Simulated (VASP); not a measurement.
# Zr (Im-3m) in VASP: a series of runs

Zr is run at these levels: PBEsol; tasks: single point.

All numbers are computed with VASP 6.6.1; they aren't measurements. Logs are shortened: lines on timing, memory, paths and dates and some standing lists are left out, and cuts for length are marked.

## 1. The cell of the first run

It takes space group Im-3m (No. 229, cubic). The conventional cell has a = 3.540 Å, b = 3.540 Å, c = 3.540 Å, α = 90.00°, β = 90.00°, γ = 90.00°. Within 4.0 Å of Zr (site symmetry m-3m) lie 14 Zr at 3.07 to 3.54 Å.

This isn't the form of Zr at room conditions, which is hcp.

## 2. Single point, PBEsol (Mo replaced by Zr, lengths x 1.082, strained)

The input, INCAR:

```
PREC = Accurate ; ENCUT = 500
EDIFF = 1E-6 ; ISMEAR = 0
SIGMA = 0.1 ; LREAL = F
LASPH = T ; NELM = 120
ALGO = Normal ; ISIF = 2
LWAVE = F ; LCHARG = F
GGA = PS ; NBANDS = 12
GGA_COMPAT = F
```

The input, KPOINTS:

```
Automatic mesh
0
Gamma
  8 8 8
```

The input, POSCAR:

```
Zr
1.0
   -1.7699991413      1.7699991413      1.7699991413
    1.7699991413     -1.7699991413      1.7699991413
    1.7699991413      1.7699991413     -1.7699991413
Zr
1
Direct
    0.0000000000      0.0000000000      0.0000000000
```

Potentials or basis: VASP PAW PBE potentials, release 64 (Zr_sv).

On the command line:

```bash
$ cat potpaw_PBE.64/Zr_sv/POTCAR > POTCAR
$ mpirun -np 1 vasp_std > vasp.out
```

OUTCAR:

```text
PREC = Accurate
   ENCUT = 500
   EDIFF = 1E-6
   ISMEAR = 0
   LREAL = F
   LASPH = T
   NELM = 120
   ISIF = 2
   GGA = PS

 ion  position               nearest neighbor table
   1  0.000  0.000  0.000-

  LATTYP: Found a body centered cubic cell.
 ALAT       =     3.5399982826

  Lattice vectors:

 A1 = (  -1.7699991413,   1.7699991413,   1.7699991413)
 A2 = (   1.7699991413,  -1.7699991413,   1.7699991413)
 A3 = (   1.7699991413,   1.7699991413,  -1.7699991413)

Analysis of symmetry for initial positions (statically):
=====================================================================
 Subroutine PRICEL returns:
 Original cell was already a primitive cell.

 Routine SETGRP: Setting up the symmetry group for a
 body centered cubic supercell.

 Subroutine GETGRP returns: Found 48 space group operations
 (whereof 48 operations were pure point group operations)
 out of a pool of 48 trial point group operations.

The static configuration has the point symmetry O_h .

Analysis of symmetry for dynamics (positions and initial velocities):
=====================================================================
 Subroutine PRICEL returns:
 Original cell was already a primitive cell.

 Routine SETGRP: Setting up the symmetry group for a
 body centered cubic supercell.

 Subroutine GETGRP returns: Found 48 space group operations
 (whereof 48 operations were pure point group operations)
 out of a pool of 48 trial point group operations.

The dynamic configuration has the point symmetry O_h .

 Subroutine INISYM returns: Found 48 space group operations
 (whereof 48 operations are pure point group operations),
 and found     1 'primitive' translations

----------------------------------------------------------------------------------------

                                     Primitive cell

  volume of cell :      22.1809

  direct lattice vectors                    reciprocal lattice vectors
    -1.769999141  1.769999141  1.769999141     0.000000000  0.282486013  0.282486013
     1.769999141 -1.769999141  1.769999141     0.282486013  0.000000000  0.282486013
     1.769999141  1.769999141 -1.769999141     0.282486013  0.282486013  0.000000000

  length of vectors
     3.065728442  3.065728442  3.065728442     0.399495550  0.399495550  0.399495550

  position of ions in fractional coordinates (direct lattice)
     0.000000000  0.000000000  0.000000000

  ion indices of the primitive-cell ions
   primitive index   ion index
                 1           1

----------------------------------------------------------------------------------------

 KPOINTS: Automatic mesh

Automatic generation of k-mesh.
 Grid dimensions read from file:
 generate k-points for:    8    8    8

 Generating k-lattice:

  Cartesian coordinates                     Fractional coordinates (reciprocal lattice)
     0.000000000  0.035310752  0.035310752     0.125000000  0.000000000  0.000000000
     0.035310752  0.000000000  0.035310752     0.000000000  0.125000000  0.000000000
     0.035310752  0.035310752  0.000000000     0.000000000  0.000000000  0.125000000

  Length of vectors
     0.049936944  0.049936944  0.049936944

  Shift w.r.t. Gamma in fractional coordinates (k-lattice)
     0.000000000  0.000000000  0.000000000

 Subroutine IBZKPT returns following result:
 ===========================================

 Found     29 irreducible k-points:

 Following reciprocal coordinates:
            Coordinates               Weight
  0.000000  0.000000  0.000000      1.000000
  0.125000  0.000000  0.000000     12.000000
  0.250000  0.000000  0.000000     12.000000
  0.375000  0.000000  0.000000     12.000000
  0.500000  0.000000  0.000000      6.000000
  0.125000  0.125000  0.000000     24.000000
[... 16 lines left out ...]
 -0.250000  0.250000  0.250000      6.000000
 -0.375000  0.375000  0.250000     24.000000
 [... further k-points ...]
   k-points           NKPTS =     29   k-points in BZ     NKDIM =     29   number of bands    NBANDS=     12
   number of dos      NEDOS =    301   number of ions     NIONS =      1
   total plane-waves  NPLWV =  13824
   dimension x,y,z NGX =    24 NGY =   24 NGZ =   24
   dimension x,y,z NGXF=    48 NGYF=   48 NGZF=   48
   ions per type =               1
   NGX,Y,Z   is equivalent  to a cutoff of  13.01, 13.01, 13.01 a.u.
   NGXF,Y,Z  is equivalent  to a cutoff of  26.03, 26.03, 26.03 a.u.
 SYSTEM =  unknown system
   PREC   = accura    normal or accurate (medium, high low for compatibility)
   ISTART =      0    job   : 0-new  1-cont  2-samecut
   ICHARG =      2    charge: 1-file 2-atom 10-const
   ISPIN  =      1    spin polarized calculation?
   LNONCOLLINEAR =      F non collinear calculations
   LSORBIT =      F    spin-orbit coupling
   LASPH  =      T    aspherical Exc in radial PAW
   ENCUT  =  500.0 eV  36.75 Ry    6.06 a.u.   5.59  5.59  5.59*2*pi/ulx,y,z
   NELM   =    120;   NELMIN=  2; NELMDL= -5     # of ELM steps
   EDIFF  = 0.1E-05   stopping-criterion for ELM
   LREAL  =      F    real-space projection
   EDIFFG = 0.1E-04   stopping-criterion for IOM
   NSW    =      0    number of steps for IOM
   IBRION =     -1    ionic relax: 0-MD 1-quasi-New 2-CG
   NFREE  =      0    steps in history (QN), initial steepest desc. (CG)
   ISIF   =      2    stress and relaxation
   ISYM   =      2    0-nonsym 1-usesym 2-fastsym
   POTIM  = 0.5000    time-step for ionic-motion
   TEBEG  =    0.0;   TEEND  =   0.0 temperature during run
   PSTRESS=    0.0 pullay stress
   NELECT =      12.0000    total number of electrons
   NUPDOWN=      -1.0000    fix difference up-down
   EMIN   =  10.00;   EMAX   =-10.00  energy-range for DOS
   EFERMI =   0.00;   METHOD = LEGACY
   ISMEAR =     0;   SIGMA  =   0.10  broadening in eV -4-tet -1-fermi 0-gaus
   EFERMI_NEDOS =   21; number of points for ismear=-14 and -15
   IALGO  =     38    algorithm
   IMIX   =      4    mixing-type and parameters
     AMIX     =   0.40;   BMIX     =  1.00
     AMIX_MAG =   1.60;   BMIX_MAG =  1.00
  volume/ion in A,a.u.               =      22.18       149.68
  Fermi-wavevector in a.u.,A,eV,Ry     =   1.333958  2.520815 24.210809  1.779444
  Thomas-Fermi vector in A             =   2.462776
   LORBIT       =      0    0 simple, 1 ext, 2 COOP (PROOUT), +10 PAW based schemes
   GGA     = PS    functional components
   LHFCALC =     F    Hartree Fock is set to
   AEXX    =    0.0000 exact exchange contribution
   IVDW    =     0    specifies the selected vdW correction
   LEPSILON=     F    determine dielectric tensor
   LRPA    =     F    only Hartree local field effects (RPA)
 non-spin polarized calculation
 Gauss-broadening in eV      SIGMA  =   0.10
  energy-cutoff  :      500.00
  volume of cell :       22.18
 maximum number of plane-waves:       586
 NGX is ok and might be reduce to    24
   NGX = 11   NGY = 11   NGZ = 11

 number of electron      12.0000000 magnetization

 Free energy of the ion-electron system (eV)
  ---------------------------------------------------
  ext. energy  EPLUGINS =         0.00000000
  ---------------------------------------------------
  free energy    TOTEN  =        -9.00990836 eV

  energy without entropy =       -8.99781976  energy(sigma->0) =       -9.00386406

 E-fermi :   9.1449     XC(G=0): -11.4213

 val. band max:        9.1313223903   @ k =  -0.3750   0.3750   0.1250
 cond. band min:       9.1814812277   @ k =   0.2500   0.0000   0.0000
 fundamental gap:      0.0501588374
 Fermi energy:         9.1449159126

 k-point     1 :       0.0000    0.0000    0.0000
  band No.  band energies     occupation
      1     -39.1790      2.00000
      2     -16.6364      2.00000
      3     -16.6364      2.00000
      4     -16.6364      2.00000
      5       3.6615      2.00000
      6      10.2597      0.00000
      7      10.2597      0.00000
      8      10.2597      0.00000
      9      12.8791      0.00000
     10      12.8791      0.00000
     11      21.6714      0.00000
     12      21.6714      0.00000

 k-point     2 :       0.1250    0.0000    0.0000
  band No.  band energies     occupation
      1     -39.1521      2.00000
      2     -16.8147      2.00000
      3     -16.6904      2.00000
      4     -16.6380      2.00000
      5       4.2065      2.00000
      6       9.9051      0.00000
      7      10.0959      0.00000
      8      10.8035      0.00000
      9      12.4381      0.00000
     10      12.8813      0.00000
     11      22.1005      0.00000
     12      22.6583      0.00000

 k-point     3 :       0.2500    0.0000    0.0000
  band No.  band energies     occupation
      1     -39.0866      2.00000
      2     -17.2267      2.00000
      3     -16.8183      2.00000
      4     -16.6417      2.00000
      5       5.4673      2.00000
      6       9.1815      0.60508
      7       9.5498      0.00000
      8      12.3384      0.00000
      9      12.4104      0.00000
     10      13.0107      0.00000
     11      21.8747      0.00000
     12      23.4202      0.00000
[... 286 lines left out ...]
 k-point    23 :      -0.2500    0.2500    0.2500
  band No.  band energies     occupation
      1     -39.0076      2.00000
      2     -17.2505      2.00000
      3     -17.0168      2.00000
      4     -17.0168      2.00000
      5       6.8759      2.00000
      6       8.7673      2.00000
      7      10.6518      0.00000
      8      10.6518      0.00000
      9      12.2142      0.00000
     10      13.9552      0.00000
     11      21.9373      0.00000
     12      25.4161      0.00000

 k-point    24 :      -0.3750    0.3750    0.2500
  band No.  band energies     occupation
      1     -38.9509      2.00000
      2     -17.4790      2.00000
      3     -17.1523      2.00000
      4     -17.0524      2.00000
      5       7.3694      2.00000
      6       7.9255      2.00000
      7      10.6584      0.00000
      8      11.2703      0.00000
      9      13.9883      0.00000
     10      14.5167      0.00000
     11      21.4321      0.00000
     12      22.9934      0.00000

 [... further k-points ...]
[... 5 lines left out ...]
  --------------------------------------------------------------------------------------
  -------------------------------------------------------------------------------------
  Total       -0.0972488     -0.0972488     -0.0972488     -0.0000000      0.0000000     -0.0000000
  in kB       -7.0245076     -7.0245076     -7.0245076     -0.0000000      0.0000000     -0.0000000
  external PRESSURE =      -7.0245076 kB  Pullay stress =       0.0000000 kB

 VOLUME and BASIS-vectors are now :
 -----------------------------------------------------------------------------
  energy-cutoff  :      500.00
  volume of cell :       22.18
      direct lattice vectors                 reciprocal lattice vectors
    -1.769999141  1.769999141  1.769999141     0.000000000  0.282486013  0.282486013
     1.769999141 -1.769999141  1.769999141     0.282486013  0.000000000  0.282486013
     1.769999141  1.769999141 -1.769999141     0.282486013  0.282486013  0.000000000

 POSITION                                       TOTAL-FORCE (eV/Angst)
 -----------------------------------------------------------------------------------
      0.00000      0.00000      0.00000         0.000000      0.000000     -0.000000
 -----------------------------------------------------------------------------------
    total drift:                                0.000000      0.000000      0.000000

  FREE ENERGIE OF THE ION-ELECTRON SYSTEM (eV)
  ---------------------------------------------------
  free  energy   TOTEN  =        -9.0099083554 eV

  energy  without entropy=       -8.9978197644  energy(sigma->0) =       -9.00386406
```

Wall time 4.4 s (1 thread of AMD EPYC 9R45 (Zen 5), shared host); peak memory 0.11 GiB.

Results:

| Property | Result |
| --- | --- |
| Free energy | -9.0099 eV |
| Pressure | -0.7 GPa |
| Band gap on the k mesh | zero (bands 6 and 7 overlap by 1.73 eV) |

Caveat: the cell differs from its parent crystal (Mo replaced by Zr, lengths x 1.082, strained); the PAW data sets were made with another functional, which shifts forces and pressure a little.

## 3. Single point, PBEsol (Mo replaced by Zr, lengths x 1.082, strained)

The input, INCAR:

```
SYSTEM = Zr
PREC = Accurate ; ENCUT = 500
EDIFF = 1E-6 ; ISMEAR = 0
SIGMA = 0.1 ; LREAL = .False.
LASPH = .True. ; NELM = 120
ALGO = Normal ; ISIF = 2
LWAVE = .False. ; LCHARG = .False.
GGA = PS ; NBANDS = 12
GGA_COMPAT = .False.
```

The input, KPOINTS:

```
Automatic mesh
0
Gamma
  16 16 16
  0 0 0
```

POSCAR is that of step 2.

Potentials or basis: VASP PAW PBE potentials, release 64 (Zr_sv).

On the command line:

```bash
$ cat potpaw_PBE.64/Zr_sv/POTCAR > POTCAR
$ mpirun -np 1 vasp_std > vasp.out
```

Run time: 17 s. Hardware: 1 thread of AMD EPYC 9R45 (Zen 5), shared host; peak memory 0.13 GiB.

The run converged. Its results:

| Property | Result |
| --- | --- |
| Free energy | -9.0176 eV |
| Pressure | -1.4 GPa |
| Band gap on the k mesh | zero (bands 6 and 7 overlap by 1.92 eV) |

Levels at points of the mesh, in eV from the Fermi level:
| k point | band 3 | band 4 | band 5 | band 6 | band 7 | band 8 | band 9 | band 10 |
| --- | --- | --- | --- | --- | --- | --- | --- | --- |
| (0.00, 0.00, 0.00) | -25.74 | -25.74 | -5.45 | 1.15 | 1.15 | 1.15 | 3.77 | 3.77 |
| (0.50, 0.00, 0.00) | -26.10 | -25.75 | -2.92 | -0.75 | 1.82 | 3.78 | 4.49 | 6.72 |
| (0.50, 0.50, 0.50) | -26.52 | -26.52 | -2.73 | -2.73 | 5.99 | 5.99 | 5.99 | 7.76 |

Caveat: the cell differs from its parent crystal (Mo replaced by Zr, lengths x 1.082, strained); the PAW data sets were made with another functional, which shifts forces and pressure a little.
